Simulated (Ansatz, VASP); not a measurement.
# Ru in VASP and in Ansatz

```xyz
2
Lattice="2.8822 0.0000 0.0000 -1.4411 2.4960 0.0000 0.0000 0.0000 4.2852" Properties=species:S:1:pos:R:3 pbc="T T T"
Ru    0.0000    1.6640    1.0713
Ru    1.4411    0.8320    3.2139
```

Alike in both runs: task single point; functional PBE; k mesh 21 × 21 × 12; occupations gaussian, width 0.15 eV; no spin polarisation.

|  | VASP | Ansatz |
| --- | --- | --- |
| version | VASP 6.6.1 | Ansatz 0.2.0 |
| potentials or method | VASP PAW PBE potentials, release 64 (Ru_pv), cutoff 520 eV | scalar-relativistic, plane waves, PAW |
| valence electrons in the cell | 28 | 32 |

|  | VASP | Ansatz | Ansatz less VASP |
| --- | --- | --- | --- |
| gap on the k mesh at the Fermi level (eV) | none | none | - |
| pressure (GPa) | -25.3 | -25.3 | +0.07 |
| traceless stress, the component that is largest in VASP (GPa) | 9.97 | 9.99 | +0.013 |

A gap of «none» marks a metal or a gap that the smearing closes. VASP's potentials hold 28 valence electrons a cell and Ansatz's 32, so a difference there can come from the potentials and not from the codes.
